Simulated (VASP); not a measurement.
# Al in VASP: further runs

Al is run at these levels: PBE+D3(BJ); tasks: single point.

Program: VASP 6.6.1. These are calculated values, not measurements. Logs are shortened: lines on timing, memory, paths and dates and some standing lists are left out, and cuts for length are marked.

## Step 1: The cell of the first run

The cell holds a slab with vacuum, 18 atoms: a = 12.150 Å, b = 5.728 Å, c = 15.864 Å, α = 90.00°, β = 90.00°, γ = 90.00°.

## Step 2: Single point, PBE+D3(BJ)

INCAR reads:

```
SYSTEM = Al
PREC = Accurate
ENCUT = 400
EDIFF = 1E-6
ISMEAR = -1
SIGMA = 0.05
LREAL = .FALSE.
LASPH = .TRUE.
NELM = 120
ALGO = Normal
ISIF = 2
LWAVE = .FALSE.
LCHARG = .FALSE.
GGA = PE
IVDW = 12
NBANDS = 42
GGA_COMPAT = .FALSE.
NELMDL = -8
```

KPOINTS reads:

```
Automatic mesh
0
G
  1 2 1
  0 0 0
```

POSCAR reads:

```
Al
1.0
   12.1500000000      0.0000000000      0.0000000000
    0.0000000000      5.7275650000      0.0000000000
    0.0000000000      0.0000000000     15.8637820000
Al
18
Direct
    0.0000000000      0.0000000000      0.0630366706
    0.3333333333      0.0000000000      0.0630366706
    0.6666666667      0.0000000000      0.0630366706
    0.0000000000      0.5000030554      0.0630366706
    0.3333333333      0.5000030554      0.0630366706
    0.6666666667      0.5000030554      0.0630366706
    0.1667736626      0.2160254838      0.1449843423
    0.5216954733      0.3504630676      0.2320947174
    0.8399588477      0.1752228041      0.1623194267
    0.1623868313      0.7890438607      0.1123313470
    0.5038353909      0.8487027210      0.1762253163
    0.8451111111      0.6923710163      0.1384663506
    0.0536213992      0.0422867309      0.2694187300
    0.3306008230      0.0813783868      0.2651826658
    0.7082716049      0.0059885833      0.2663299332
    0.0174074074      0.5396883318      0.2746255590
    0.3003868313      0.6051960999      0.2389783218
    0.7125020576      0.4788422305      0.2640417020
```

Potentials or basis: VASP PAW PBE potentials, release 64 (Al).

On the command line:

```console
cat potpaw_PBE.64/Al/POTCAR > POTCAR
mpirun -np 1 vasp_std > vasp.out
```

OUTCAR:

```text
SYSTEM = Al
   PREC = Accurate
   ENCUT = 400
   EDIFF = 1E-6
   ISMEAR = -1
   LREAL = .FALSE.
   LASPH = .TRUE.
   NELM = 120
   ISIF = 2
   GGA = PE
   IVDW = 12
   NELMDL = -8
 IVDW          = 12

 ion  position               nearest neighbor table
   1  0.000  0.000  0.063-  10 2.44   9 2.70   7 2.71  12 2.84   4 2.86   4 2.86  13 3.35
   2  0.333  0.000  0.063-  10 2.53   7 2.70   5 2.86   5 2.86  11 2.88  14 3.24
   3  0.667  0.000  0.063-  11 2.81   9 2.81   6 2.86   6 2.86  12 3.04  15 3.26
   4  0.000  0.500  0.063-  12 2.49  10 2.69   1 2.86   1 2.86   7 2.91   9 3.12
   5  0.333  0.500  0.063-  10 2.77   2 2.86   2 2.86  17 2.88   7 2.90
   6  0.667  0.500  0.063-  12 2.71   3 2.86   3 2.86   9 3.22  18 3.24   8 3.32  11 3.34
   7  0.167  0.216  0.145-  10 2.50  13 2.60   2 2.70   1 2.71  14 2.86   5 2.90   4 2.91  17 3.13
                            16 3.31  10 3.32
   8  0.522  0.350  0.232-  18 2.48  14 2.84  11 3.00  11 3.02  15 3.05  17 3.06   6 3.32
   9  0.840  0.175  0.162-  15 2.49   1 2.70  12 2.79   3 2.81  18 2.83  12 2.99   4 3.12  13 3.19
                             6 3.22
  10  0.162  0.789  0.112-   1 2.44   7 2.50   2 2.53   4 2.69   5 2.77  17 2.82  13 3.17   7 3.32

  11  0.504  0.849  0.176-   3 2.81  14 2.86   2 2.88   8 3.00  15 3.00  17 3.01   8 3.02   6 3.34

  12  0.845  0.692  0.138-   4 2.49   6 2.71   9 2.79  18 2.84   1 2.84   9 2.99   3 3.04  16 3.13
                            15 3.18
  13  0.054  0.042  0.269-   7 2.60  16 2.88  16 2.91  10 3.17   9 3.19   1 3.35
  14  0.331  0.081  0.265-  17 2.78   8 2.84   7 2.86  11 2.86  17 3.05   2 3.24
  15  0.708  0.006  0.266-   9 2.49  18 2.71  11 3.00  18 3.02   8 3.05  12 3.18   3 3.26
  16  0.017  0.540  0.275-  13 2.88  13 2.91  12 3.13   7 3.31
  17  0.300  0.605  0.239-  14 2.78  10 2.82   5 2.88  11 3.01  14 3.05   8 3.06   7 3.13
  18  0.713  0.479  0.264-   8 2.48  15 2.71   9 2.83  12 2.84  15 3.02   6 3.24

  LATTYP: Found a simple orthorhombic cell.
 ALAT       =     5.7275650000
 B/A-ratio  =     2.1213203167
 C/A-ratio  =     2.7697253545

  Lattice vectors:

 A1 = (   0.0000000000,  -5.7275650000,   0.0000000000)
 A2 = (  12.1500000000,   0.0000000000,   0.0000000000)
 A3 = (   0.0000000000,   0.0000000000,  15.8637820000)

Analysis of symmetry for initial positions (statically):
=====================================================================
 Subroutine PRICEL returns:
 Original cell was already a primitive cell.

 Routine SETGRP: Setting up the symmetry group for a
 simple orthorhombic supercell.

 Subroutine GETGRP returns: Found  1 space group operations
 (whereof  1 operations were pure point group operations)
 out of a pool of  8 trial point group operations.

The static configuration has the point symmetry C_1 .

Analysis of symmetry for dynamics (positions and initial velocities):
=====================================================================
 Subroutine PRICEL returns:
 Original cell was already a primitive cell.

 Routine SETGRP: Setting up the symmetry group for a
 simple orthorhombic supercell.

 Subroutine GETGRP returns: Found  1 space group operations
 (whereof  1 operations were pure point group operations)
 out of a pool of  8 trial point group operations.

The dynamic configuration has the point symmetry C_1 .

 Subroutine INISYM returns: Found  1 space group operations
 (whereof  1 operations are pure point group operations),
 and found     1 'primitive' translations

----------------------------------------------------------------------------------------

                                     Primitive cell

  volume of cell :    1103.9592

  direct lattice vectors                    reciprocal lattice vectors
    12.150000000  0.000000000  0.000000000     0.082304527  0.000000000  0.000000000
     0.000000000  5.727565000  0.000000000     0.000000000  0.174594265  0.000000000
     0.000000000  0.000000000 15.863782000     0.000000000  0.000000000  0.063036671

  length of vectors
    12.150000000  5.727565000 15.863782000     0.082304527  0.174594265  0.063036671

  position of ions in fractional coordinates (direct lattice)
     0.000000000  0.000000000  0.063036671
     0.333333333  0.000000000  0.063036671
     0.666666667  0.000000000  0.063036671
     0.000000000  0.500003055  0.063036671
     0.333333333  0.500003055  0.063036671
     0.666666667  0.500003055  0.063036671
[... 10 lines left out ...]
     0.300386831  0.605196100  0.238978322
     0.712502058  0.478842230  0.264041702

  ion indices of the primitive-cell ions
   primitive index   ion index
                 1           1
                 2           2
                 3           3
                 4           4
                 5           5
                 6           6
[... 10 lines left out ...]
                17          17
                18          18

----------------------------------------------------------------------------------------

 KPOINTS: Automatic mesh

Automatic generation of k-mesh.
 Grid dimensions read from file:
 generate k-points for:    1    2    1

 Generating k-lattice:

  Cartesian coordinates                     Fractional coordinates (reciprocal lattice)
     0.082304527  0.000000000  0.000000000     1.000000000  0.000000000  0.000000000
     0.000000000  0.087297132  0.000000000     0.000000000  0.500000000  0.000000000
     0.000000000  0.000000000  0.063036671     0.000000000  0.000000000  1.000000000

  Length of vectors
     0.082304527  0.087297132  0.063036671

  Shift w.r.t. Gamma in fractional coordinates (k-lattice)
     0.000000000  0.000000000  0.000000000

 Subroutine IBZKPT returns following result:
 ===========================================

 Found      2 irreducible k-points:

 Following reciprocal coordinates:
            Coordinates               Weight
  0.000000  0.000000  0.000000      1.000000
  0.000000  0.500000  0.000000      1.000000
   k-points           NKPTS =      2   k-points in BZ     NKDIM =      2   number of bands    NBANDS=     42
   number of dos      NEDOS =    301   number of ions     NIONS =     18
   total plane-waves  NPLWV = 345600
   dimension x,y,z NGX =    80 NGY =   40 NGZ =  108
   dimension x,y,z NGXF=   160 NGYF=   80 NGZF=  216
   ions per type =              18
   NGX,Y,Z   is equivalent  to a cutoff of  10.95, 11.61, 11.32 a.u.
   NGXF,Y,Z  is equivalent  to a cutoff of  21.89, 23.22, 22.64 a.u.
 SYSTEM =  Al
   PREC   = accura    normal or accurate (medium, high low for compatibility)
   ISTART =      0    job   : 0-new  1-cont  2-samecut
   ICHARG =      2    charge: 1-file 2-atom 10-const
   ISPIN  =      1    spin polarized calculation?
   LNONCOLLINEAR =      F non collinear calculations
   LSORBIT =      F    spin-orbit coupling
   LASPH  =      T    aspherical Exc in radial PAW
   ENCUT  =  400.0 eV  29.40 Ry    5.42 a.u.  19.81  9.34 25.87*2*pi/ulx,y,z
   NELM   =    120;   NELMIN=  2; NELMDL= -8     # of ELM steps
   EDIFF  = 0.1E-05   stopping-criterion for ELM
   LREAL  =      F    real-space projection
   EDIFFG = 0.1E-04   stopping-criterion for IOM
   NSW    =      0    number of steps for IOM
   IBRION =     -1    ionic relax: 0-MD 1-quasi-New 2-CG
   NFREE  =      0    steps in history (QN), initial steepest desc. (CG)
   ISIF   =      2    stress and relaxation
   ISYM   =      2    0-nonsym 1-usesym 2-fastsym
   POTIM  = 0.5000    time-step for ionic-motion
   TEBEG  =    0.0;   TEEND  =   0.0 temperature during run
   PSTRESS=    0.0 pullay stress
   NELECT =      54.0000    total number of electrons
   NUPDOWN=      -1.0000    fix difference up-down
   EMIN   =  10.00;   EMAX   =-10.00  energy-range for DOS
   EFERMI =   0.00;   METHOD = LEGACY
   ISMEAR =    -1;   SIGMA  =   0.05  broadening in eV -4-tet -1-fermi 0-gaus
   EFERMI_NEDOS =   21; number of points for ismear=-14 and -15
   IALGO  =     38    algorithm
   IMIX   =      4    mixing-type and parameters
     AMIX     =   0.40;   BMIX     =  1.00
     AMIX_MAG =   1.60;   BMIX_MAG =  1.00
  volume/ion in A,a.u.               =      61.33       413.88
  Fermi-wavevector in a.u.,A,eV,Ry     =   0.598717  1.131411  4.877176  0.358462
  Thomas-Fermi vector in A             =   1.649927
   LORBIT       =      0    0 simple, 1 ext, 2 COOP (PROOUT), +10 PAW based schemes
   GGA     = PE    functional components
   LHFCALC =     F    Hartree Fock is set to
   AEXX    =    0.0000 exact exchange contribution
   IVDW    =    12    specifies the selected vdW correction
   LEPSILON=     F    determine dielectric tensor
   LRPA    =     F    only Hartree local field effects (RPA)
 non-spin polarized calculation
  energy-cutoff  :      400.00
  volume of cell :     1103.96
 maximum number of plane-waves:     20071
 NGX is ok and might be reduce to    80
   NGX = 39   NGY = 19   NGZ = 51

 number of electron      54.0000000 magnetization

 Free energy of the ion-electron system (eV)
  ---------------------------------------------------
  ext. energy  EPLUGINS =         0.00000000
  ---------------------------------------------------
  free energy    TOTEN  =       -56.27551401 eV

  energy without entropy =      -56.19090380  energy(sigma->0) =      -56.23320890

 E-fermi :  -1.0798     XC(G=0):  -4.1674

 val. band max:       -1.1461969115   @ k =   0.0000   0.5000   0.0000
 cond. band min:      -1.0426007179   @ k =   0.0000   0.0000   0.0000
 fundamental gap:      0.1035961936
 Fermi energy:        -1.0798342564

 k-point     1 :       0.0000    0.0000    0.0000
  band No.  band energies     occupation
      1     -10.1305      2.00000
      2      -9.2245      2.00000
      3      -8.6958      2.00000
      4      -7.1495      2.00000
      5      -6.6044      2.00000
      6      -6.4520      2.00000
[... 31 lines left out ...]
     38       1.1569      0.00000
     39       1.2445      0.00000

 k-point     2 :       0.0000    0.5000    0.0000
  band No.  band energies     occupation
      1      -9.3333      2.00000
      2      -8.7177      2.00000
      3      -8.2764      2.00000
      4      -7.9809      2.00000
      5      -7.6777      2.00000
      6      -7.4123      2.00000
[... 31 lines left out ...]
     38       1.3171      0.00000
     39       1.5994      0.00000
 [bands above 39 left out]

------------------------ aborting loop because EDIFF is reached ----------------------------------------

 Edisp (eV)   -2.93167

 E8    (eV) :    -1.3865

  FORCE on cell =-STRESS in cart. coord.  units (eV):
  Direction    XX          YY          ZZ          XY          YZ          ZX
  --------------------------------------------------------------------------------------
  -------------------------------------------------------------------------------------
  Total      -9.24485   -27.15944     4.02136     3.00457    -0.07933    -1.72346
  in kB     -13.41706   -39.41653     5.83620     4.36054    -0.11513    -2.50126
  external pressure =      -15.67 kB  Pullay stress =        0.00 kB

 VOLUME and BASIS-vectors are now :
 -----------------------------------------------------------------------------
  energy-cutoff  :      400.00
  volume of cell :     1103.96
      direct lattice vectors                 reciprocal lattice vectors
    12.150000000  0.000000000  0.000000000     0.082304527  0.000000000  0.000000000
     0.000000000  5.727565000  0.000000000     0.000000000  0.174594265  0.000000000
     0.000000000  0.000000000 15.863782000     0.000000000  0.000000000  0.063036671

 POSITION                                       TOTAL-FORCE (eV/Angst)
 -----------------------------------------------------------------------------------
      0.00000      0.00000      1.00000        -0.974821      0.847118     -0.557396
      4.05000      0.00000      1.00000         1.165249      0.460251     -0.397299
      8.10000      0.00000      1.00000        -0.136027     -0.014396     -0.118179
      0.00000      2.86380      1.00000         0.558008     -0.913533     -0.511650
      4.05000      2.86380      1.00000         0.225851     -0.099121     -0.172862
      8.10000      2.86380      1.00000        -0.443619     -0.238038      0.086168
[... 10 lines left out ...]
      3.64970      3.46630      3.79110         0.599568     -0.134520      0.464459
      8.65690      2.74260      4.18870         0.726681      1.094638      0.221153
 -----------------------------------------------------------------------------------
    total drift:                                0.000031     -0.000014      0.000042

  FREE ENERGIE OF THE ION-ELECTRON SYSTEM (eV)
  ---------------------------------------------------
  free  energy   TOTEN  =       -59.2071879975 eV

  energy  without entropy=      -59.1225777912  energy(sigma->0) =      -59.16488289
```

Run time: 4.1 min. Hardware: 1 thread of Intel Xeon 8259CL, shared host; peak memory 0.69 GiB.

What came out:

| Quantity | Value |
| --- | --- |
| Free energy | -59.2072 eV |
| Largest force | 2.050 eV/Å |
| Band gap on the k mesh | zero (bands 27 and 28 overlap by 0.45 eV) |
| Dispersion energy per atom | -0.163 eV |

Forces in eV/Å, atoms in the order of the input:
```
Al  -0.975  0.847 -0.557
Al   1.165  0.460 -0.397
Al  -0.136 -0.014 -0.118
Al   0.558 -0.914 -0.512
Al   0.226 -0.099 -0.173
Al  -0.444 -0.238  0.086
Al   0.348  1.848 -0.224
Al  -1.125 -0.087 -0.025
Al   0.594  0.873 -0.447
Al   0.467 -1.985  0.214
Al  -0.057 -0.369  0.497
Al  -0.950  0.185  0.506
Al  -0.294 -0.238  0.244
Al   0.144 -0.069 -0.156
Al  -1.033 -1.157  0.389
Al   0.185 -0.005 -0.013
Al   0.600 -0.135  0.464
Al   0.727  1.095  0.221
```

Caveat: the k points lie up to 0.55 Å⁻¹ apart.

(Continued in part 2 of 3.)
